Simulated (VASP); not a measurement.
CsPbBr3:

```
Cs Pb Br
1.0
     6.01036    0.00000    0.00000
     0.00000    6.01036    0.00000
     0.00000    0.00000    6.01036
Cs Pb Br
1 1 3
Direct
  0.00000 0.00000 0.00000
  0.50000 0.50000 0.50000
  0.00000 0.50000 0.50000
  0.50000 0.00000 0.50000
  0.50000 0.50000 0.00000
```

* Program: VASP 6.6.1
* Task: relaxation of cell and atoms
* Functional: LDA
* Potentials or basis: VASP PAW LDA potentials, release 64 (Cs_sv, Pb_d, Br)
* Cutoff: 600 eV
* k mesh: 4 × 4 × 4
* Occupations: fermi-dirac, width 0.02 eV
* Spin: no spin polarisation

At the start: pressure -2.2 GPa; volume 43.42 Å³/atom.

Task: How do energy, volume and symmetry change on relaxing?

Result: Over 4 steps the energy falls by 36.1 meV/atom and the volume is 38.71 Å³/atom (-10.9 %); space group Pm-3m (No. 221, to 0.1 Å) before and after.

Step by step:
```tsv
step	energy change (eV)	largest force (eV/Å)	pressure (GPa)	volume (Å³)
1	0.0000	0.0000	-2.21	217.12
2	-0.1700	0.0000	-0.62	198.84
3	-0.1803	0.0000	-0.04	194.01
4	-0.1804	0.0000	0.01	193.56
```

Final structure:
```
Cs Pb Br
1.0
     5.78460    0.00000    0.00000
     0.00000    5.78460    0.00000
     0.00000    0.00000    5.78460
Cs Pb Br
1 1 3
Cartesian
  0.0000 0.0000 0.0000
  2.8923 2.8923 2.8923
  0.0000 2.8923 2.8923
  2.8923 0.0000 2.8923
  2.8923 2.8923 0.0000
```
